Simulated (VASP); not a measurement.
# O in VASP: further runs

The runs below take O through single point, with PBE+D3(BJ).

Program: VASP 6.6.1. These are calculated values, not measurements. Logs are shortened: lines on timing, memory, paths and dates and some standing lists are left out, and cuts for length are marked.

## Step 1: The cell of the first run

The cell holds an amorphous packing of atoms, 24 atoms: a = 8.262 Å, b = 8.262 Å, c = 8.262 Å, α = 90.00°, β = 90.00°, γ = 90.00°.

## Step 2: Single point, PBE+D3(BJ), collinear spin, ferromagnetic start

INCAR reads:

```
PREC = Accurate
ENCUT = 520
EDIFF = 1E-6
ISMEAR = -1
SIGMA = 0.05
LREAL = Auto
LASPH = T
NELM = 150
ALGO = Normal
ISIF = 2
LWAVE = F
LCHARG = F
ISPIN = 2
MAGMOM = 1 1 1 1 1 1 1 1 1 1 1 1 1 1 1 1 1 1 1 1 1 1 1 1
LORBIT = 11
GGA = PE
IVDW = 12
NBANDS = 94
```

KPOINTS reads:

```
regular mesh
0
Gamma
  1 1 1
```

POSCAR reads:

```
O
1.0
    8.2621490000      0.0000000000      0.0000000000
    0.0000000000      8.2621490000      0.0000000000
    0.0000000000      0.0000000000      8.2621490000
O
24
Direct
   -0.1048637588      0.9145078357      0.2257887143
    0.0071894128      0.8516791455      0.1550565113
    0.7051071095      0.2648463493      0.5632796020
    0.8087242193      0.2275800158      0.6622974241
    0.5451003123      0.8760190599      0.5405494382
    0.5727928654      0.9791520342      0.4371501894
    0.1991733628      0.5502684592      0.7050707994
    0.1389953147      0.5429217023      0.5676247185
    0.8734894517      0.7339615880      0.5565985314
    0.8269761293      0.6462120206      0.4464940054
    0.3118559106      0.6353431777      0.2927204532
    0.4431776769      0.6860442725      0.2544132283
    0.6267255650      0.3661396085      0.2297102122
    0.6923138278      0.3925007888      0.0991388560
    0.4008400236      0.3257748075      0.9400217788
    0.3070145552      0.2242152738      0.8917897753
    0.0853167862      0.4062381349      0.1054810316
    0.0474331799      0.4814485916     -0.0216529622
    0.6483180102     -0.0205878640      0.0208783453
    0.5477509544     -0.0940554328     -0.0658303306
    0.2358466302      0.1872999386      0.4686916201
    0.1937389413      0.0857161980      0.3739462941
    0.6926648261      0.5873532419      0.7991746457
    0.5662086220      0.6495041423      0.7491150305
```

Potentials or basis: VASP PAW PBE potentials, release 64 (O).

Launch:

```
cat potpaw_PBE.64/O/POTCAR > POTCAR
mpirun -np 1 vasp_gam > vasp.out
```

OUTCAR:

```text
PREC = Accurate
   ENCUT = 520
   EDIFF = 1E-6
   ISMEAR = -1
   LREAL = Auto
   LASPH = T
   NELM = 150
   ISIF = 2
   ISPIN = 2
   LORBIT = 11
   GGA = PE
   IVDW = 12
 IVDW          = 12

 ion  position               nearest neighbor table
   1  0.895  0.915  0.226-   2 1.21
   2  0.007  0.852  0.155-   1 1.21
   3  0.705  0.265  0.563-   4 1.22
   4  0.809  0.228  0.662-   3 1.22
   5  0.545  0.876  0.541-   6 1.23
   6  0.573  0.979  0.437-   5 1.23
[... 16 lines left out ...]
  23  0.693  0.587  0.799-  24 1.24
  24  0.566  0.650  0.749-  23 1.24

  LATTYP: Found a simple cubic cell.
 ALAT       =     8.2621490000

  Lattice vectors:

 A1 = (   8.2621490000,   0.0000000000,   0.0000000000)
 A2 = (   0.0000000000,   8.2621490000,   0.0000000000)
 A3 = (   0.0000000000,   0.0000000000,   8.2621490000)

Analysis of symmetry for initial positions (statically):
=====================================================================
 Subroutine PRICEL returns:
 Original cell was already a primitive cell.

 Routine SETGRP: Setting up the symmetry group for a
 simple cubic supercell.

 Subroutine GETGRP returns: Found  1 space group operations
 (whereof  1 operations were pure point group operations)
 out of a pool of 48 trial point group operations.

The static configuration has the point symmetry C_1 .

Analysis of symmetry for dynamics (positions and initial velocities):
=====================================================================
 Subroutine PRICEL returns:
 Original cell was already a primitive cell.

 Routine SETGRP: Setting up the symmetry group for a
 simple cubic supercell.

 Subroutine GETGRP returns: Found  1 space group operations
 (whereof  1 operations were pure point group operations)
 out of a pool of 48 trial point group operations.

The dynamic configuration has the point symmetry C_1 .

Analysis of structural, dynamic, and magnetic symmetry:
=====================================================================
 Subroutine PRICEL returns:
 Original cell was already a primitive cell.

 Routine SETGRP: Setting up the symmetry group for a
 simple cubic supercell.

 Subroutine GETGRP returns: Found  1 space group operations
 (whereof  1 operations were pure point group operations)
 out of a pool of 48 trial point group operations.

The overall configuration has the point symmetry C_1 .

 Subroutine INISYM returns: Found  1 space group operations
 (whereof  1 operations are pure point group operations),
 and found     1 'primitive' translations

----------------------------------------------------------------------------------------

                                     Primitive cell

  volume of cell :     564.0000

  direct lattice vectors                    reciprocal lattice vectors
     8.262149000  0.000000000  0.000000000     0.121033886  0.000000000  0.000000000
     0.000000000  8.262149000  0.000000000     0.000000000  0.121033886  0.000000000
     0.000000000  0.000000000  8.262149000     0.000000000  0.000000000  0.121033886

  length of vectors
     8.262149000  8.262149000  8.262149000     0.121033886  0.121033886  0.121033886

  position of ions in fractional coordinates (direct lattice)
     0.895136241  0.914507836  0.225788714
     0.007189413  0.851679146  0.155056511
     0.705107109  0.264846349  0.563279602
     0.808724219  0.227580016  0.662297424
     0.545100312  0.876019060  0.540549438
     0.572792865  0.979152034  0.437150189
[... 16 lines left out ...]
     0.692664826  0.587353242  0.799174646
     0.566208622  0.649504142  0.749115031

  ion indices of the primitive-cell ions
   primitive index   ion index
                 1           1
                 2           2
                 3           3
                 4           4
                 5           5
                 6           6
[... 16 lines left out ...]
                23          23
                24          24

----------------------------------------------------------------------------------------

 KPOINTS: regular mesh

Automatic generation of k-mesh.
 Grid dimensions read from file:
 generate k-points for:    1    1    1

 Generating k-lattice:

  Cartesian coordinates                     Fractional coordinates (reciprocal lattice)
     0.121033886  0.000000000  0.000000000     1.000000000  0.000000000  0.000000000
     0.000000000  0.121033886  0.000000000     0.000000000  1.000000000  0.000000000
     0.000000000  0.000000000  0.121033886     0.000000000  0.000000000  1.000000000

  Length of vectors
     0.121033886  0.121033886  0.121033886

  Shift w.r.t. Gamma in fractional coordinates (k-lattice)
     0.000000000  0.000000000  0.000000000

 Subroutine IBZKPT returns following result:
 ===========================================

 Found      1 irreducible k-points:

 Following reciprocal coordinates:
            Coordinates               Weight
  0.000000  0.000000  0.000000      1.000000
   k-points           NKPTS =      1   k-points in BZ     NKDIM =      1   number of bands    NBANDS=     94
   number of dos      NEDOS =    301   number of ions     NIONS =     24
   total plane-waves  NPLWV = 262144
   dimension x,y,z NGX =    64 NGY =   64 NGZ =   64
   dimension x,y,z NGXF=   128 NGYF=  128 NGZF=  128
   ions per type =              24
   NGX,Y,Z   is equivalent  to a cutoff of  12.88, 12.88, 12.88 a.u.
   NGXF,Y,Z  is equivalent  to a cutoff of  25.76, 25.76, 25.76 a.u.
 SYSTEM =  unknown system
   PREC   = accura    normal or accurate (medium, high low for compatibility)
   ISTART =      0    job   : 0-new  1-cont  2-samecut
   ICHARG =      2    charge: 1-file 2-atom 10-const
   ISPIN  =      2    spin polarized calculation?
   LNONCOLLINEAR =      F non collinear calculations
   LSORBIT =      F    spin-orbit coupling
   LASPH  =      T    aspherical Exc in radial PAW
   ENCUT  =  520.0 eV  38.22 Ry    6.18 a.u.  15.36 15.36 15.36*2*pi/ulx,y,z
   NELM   =    150;   NELMIN=  2; NELMDL= -5     # of ELM steps
   EDIFF  = 0.1E-05   stopping-criterion for ELM
   LREAL  =      T    real-space projection
   EDIFFG = 0.1E-04   stopping-criterion for IOM
   NSW    =      0    number of steps for IOM
   IBRION =     -1    ionic relax: 0-MD 1-quasi-New 2-CG
   NFREE  =      0    steps in history (QN), initial steepest desc. (CG)
   ISIF   =      2    stress and relaxation
   ISYM   =      2    0-nonsym 1-usesym 2-fastsym
   POTIM  = 0.5000    time-step for ionic-motion
   TEBEG  =    0.0;   TEEND  =   0.0 temperature during run
   PSTRESS=    0.0 pullay stress
   NELECT =     144.0000    total number of electrons
   NUPDOWN=      -1.0000    fix difference up-down
   EMIN   =  10.00;   EMAX   =-10.00  energy-range for DOS
   EFERMI =   0.00;   METHOD = LEGACY
   ISMEAR =    -1;   SIGMA  =   0.05  broadening in eV -4-tet -1-fermi 0-gaus
   EFERMI_NEDOS =   21; number of points for ismear=-14 and -15
   IALGO  =     38    algorithm
   IMIX   =      4    mixing-type and parameters
     AMIX     =   0.40;   BMIX     =  1.00
     AMIX_MAG =   1.60;   BMIX_MAG =  1.00
  volume/ion in A,a.u.               =      23.50       158.59
  Fermi-wavevector in a.u.,A,eV,Ry     =   1.038570  1.962614 14.675633  1.078629
  Thomas-Fermi vector in A             =   2.173061
   LORBIT       =     11    0 simple, 1 ext, 2 COOP (PROOUT), +10 PAW based schemes
   GGA     = PE    functional components
   LHFCALC =     F    Hartree Fock is set to
   AEXX    =    0.0000 exact exchange contribution
   IVDW    =    12    specifies the selected vdW correction
   LEPSILON=     F    determine dielectric tensor
   LRPA    =     F    only Hartree local field effects (RPA)
 spin polarized calculation
  energy-cutoff  :      520.00
  volume of cell :      564.00
 maximum number of plane-waves:      7602
 NGX is ok and might be reduce to    64
   NGX = 31   NGY = 31   NGZ = 31

 number of electron     144.0000021 magnetization      24.0000002

 Free energy of the ion-electron system (eV)
  ---------------------------------------------------
  ext. energy  EPLUGINS =         0.00000000
  ---------------------------------------------------
  free energy    TOTEN  =      -118.08037685 eV

  energy without entropy =     -118.08037606  energy(sigma->0) =     -118.08037646

 E-fermi :  -2.7715     XC(G=0):  -6.0816

 val. band max:       -3.5394210806   @ k =   0.0000   0.0000   0.0000
 cond. band min:      -2.0226121064   @ k =   0.0000   0.0000   0.0000
 fundamental gap:      1.5168089742
 Fermi energy:        -2.7715252690

 spin component 1

 k-point     1 :       0.0000    0.0000    0.0000
  band No.  band energies     occupation
      1     -30.2291      1.00000
      2     -30.0430      1.00000
      3     -29.9952      1.00000
      4     -29.8919      1.00000
      5     -29.6843      1.00000
      6     -29.6674      1.00000
[... 76 lines left out ...]
     83      -3.5752      1.00000
     84      -3.5394      1.00000
 Fermi energy:        -2.7715252690

 spin component 2

 k-point     1 :       0.0000    0.0000    0.0000
  band No.  band energies     occupation
      1     -29.0400      1.00000
      2     -28.8467      1.00000
      3     -28.7989      1.00000
      4     -28.6922      1.00000
      5     -28.4751      1.00000
      6     -28.4577      1.00000
[... 76 lines left out ...]
     83      -1.2152      0.00000
     84      -1.1563      0.00000
 [bands above 84 left out]

------------------------ aborting loop because EDIFF is reached ----------------------------------------

 Edisp (eV)   -0.76940

 E8    (eV) :    -0.1787

  FORCE on cell =-STRESS in cart. coord.  units (eV):
  Direction    XX          YY          ZZ          XY          YZ          ZX
  --------------------------------------------------------------------------------------
  -------------------------------------------------------------------------------------
  Total       5.19583     4.13750     2.69676     1.49017     2.09489    -1.42229
  in kB      14.75999    11.75355     7.66079     4.23318     5.95103    -4.04035
  external pressure =       11.39 kB  Pullay stress =        0.00 kB

 VOLUME and BASIS-vectors are now :
 -----------------------------------------------------------------------------
  energy-cutoff  :      520.00
  volume of cell :      564.00
      direct lattice vectors                 reciprocal lattice vectors
     8.262149000  0.000000000  0.000000000     0.121033886  0.000000000  0.000000000
     0.000000000  8.262149000  0.000000000     0.000000000  0.121033886  0.000000000
     0.000000000  0.000000000  8.262149000     0.000000000  0.000000000  0.121033886

 POSITION                                       TOTAL-FORCE (eV/Angst)
 -----------------------------------------------------------------------------------
      7.39575      7.55580      1.86550        -1.143355      0.739176      0.841293
      0.05940      7.03670      1.28110         1.259911     -0.721215     -0.831086
      5.82570      2.18820      4.65390        -0.459926      0.286527     -0.392468
      6.68180      1.88030      5.47200         0.541683     -0.194186      0.499153
      4.50370      7.23780      4.46610        -0.143049     -0.012544      0.124713
      4.73250      8.08990      3.61180         0.025401      0.225112     -0.330470
[... 16 lines left out ...]
      5.72290      4.85280      6.60290        -0.206209      0.025388      0.028357
      4.67810      5.36630      6.18930         0.121228     -0.513944      0.119608
 -----------------------------------------------------------------------------------
    total drift:                               -0.002058      0.005466     -0.008839

  FREE ENERGIE OF THE ION-ELECTRON SYSTEM (eV)
  ---------------------------------------------------
  free  energy   TOTEN  =      -118.8497772826 eV

  energy  without entropy=     -118.8497765000  energy(sigma->0) =     -118.84977689

 total charge

# of ion       s       p       d       tot
------------------------------------------
    1        1.613   3.311   0.000   4.923
    2        1.612   3.309   0.000   4.921
    3        1.613   3.290   0.000   4.903
    4        1.611   3.291   0.000   4.902
    5        1.614   3.286   0.000   4.900
    6        1.612   3.285   0.000   4.898
[... 16 lines left out ...]
   23        1.612   3.277   0.000   4.889
   24        1.614   3.276   0.000   4.890
--------------------------------------------------
tot         38.697  78.913   0.000 117.611

 magnetization (x)

# of ion       s       p       d       tot
------------------------------------------
    1        0.011   0.801   0.000   0.812
    2        0.010   0.795   0.000   0.805
    3        0.011   0.804   0.000   0.815
    4        0.010   0.797   0.000   0.807
    5        0.011   0.798   0.000   0.809
    6        0.011   0.805   0.000   0.816
[... 16 lines left out ...]
   23        0.010   0.798   0.000   0.808
   24        0.011   0.809   0.000   0.820
--------------------------------------------------
tot          0.253  19.217   0.000  19.470
```

Run time: 2.6 min. Hardware: 1 thread of Intel Xeon Platinum 8488C (Sapphire Rapids), shared host; peak memory 0.72 GiB.

Results:

```yaml
Free_energy: -118.8498 eV
Pressure: 1.1 GPa
Largest_force: 2.764 eV/Å
Band_gap_on_the_k_mesh: 1.52 eV
Net_moment: 24.00 μB per cell
Site_moments: O +0.81, +0.82, +0.80 μB
Valence_electrons_inside_the_program's_atomic_spheres: O 4.92, 4.90, 4.88, 4.93, 4.85, 4.86, 4.94, 4.89
Dispersion_energy_per_atom: -0.032 eV
```

Forces on the atoms (eV/Å):
```
O   -1.143  0.739  0.841
O    1.260 -0.721 -0.831
O   -0.460  0.287 -0.392
O    0.542 -0.194  0.499
O   -0.143 -0.013  0.125
O    0.025  0.225 -0.330
O   -0.136  0.044 -0.669
O    0.335 -0.120  0.578
O    0.161  0.456  0.274
O   -0.174 -0.366 -0.380
O   -1.932 -0.742  0.522
O    1.980  0.768 -0.667
O   -0.179 -0.121  0.388
O    0.272  0.088 -0.302
O    1.109  1.194  0.503
O   -1.114 -1.305 -0.632
O   -0.540  0.870 -1.398
O    0.325 -0.877  1.652
O   -0.995 -0.579 -0.839
O    0.862  0.837  0.894
O    0.800  1.931  1.809
O   -0.772 -1.912 -1.791
O   -0.206  0.025  0.028
O    0.121 -0.514  0.120
```

Caveat: the k points lie up to 0.76 Å⁻¹ apart; the standard files for N, O and F lose accuracy on very short bonds.

(Part 1 of 2 ends here.)
